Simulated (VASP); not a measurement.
Set up this calculation in VASP 6.6.1, as the native input.

```yaml
Task: single point
Functional: PBEsol
Potentials_or_basis: VASP PAW PBE potentials, release 64 (W_sv, Se)
Cutoff: 520 eV
k_mesh: 12 × 12 × 2
Occupations: gaussian, width 0.05 eV
Spin: no spin polarisation
Dipole_correction: no
Further_INCAR_settings: ALGO = Normal; EDIFF = 1e-07; NBANDS = 20
```

The structure of WSe2 lies in POSCAR:

```
WSe2
1.0
    3.3179375931      0.0000000000      0.0000000000
   -1.6589687966      2.8734182438      0.0000000000
    0.0000000000      0.0000000000     16.6581424200
W Se
1 2
Direct
    0.0000000000      0.0000000000      0.0000000000
    0.3333333333      0.6666666667      0.0997865200
    0.3333333333      0.6666666667      0.9002134800
```

One way to write it, as run:

INCAR

```
SYSTEM = WSe2
PREC = Accurate ; ENCUT = 520
EDIFF = 1E-7 ; ISMEAR = 0
SIGMA = 0.05 ; LREAL = .FALSE.
LASPH = .TRUE. ; NELM = 80
ALGO = Normal ; ISIF = 2
LWAVE = .FALSE. ; LCHARG = .FALSE.
GGA = PS ; NBANDS = 20
```

KPOINTS

```
Automatic mesh
0
G
  12 12 2
  0 0 0
```

Potentials or basis: VASP PAW PBE potentials, release 64 (W_sv, Se).

Launch:

```console
$ cat potpaw_PBE.64/W_sv/POTCAR potpaw_PBE.64/Se/POTCAR > POTCAR
$ mpirun -np 1 vasp_std > vasp.out
```

It gave:

| Property | Result |
| --- | --- |
| Largest force | 0.073 eV/Å |
| Band gap on the k mesh | 1.52 eV |

Caveat: the PAW data sets were made with another functional, which shifts forces and pressure a little; spin-orbit coupling is left out, which moves the levels of the heavy elements.

It took 2.7 min on 1 thread of AMD EPYC 7R13 Processor (Zen 3), on a shared host, peak memory 0.33 GiB.
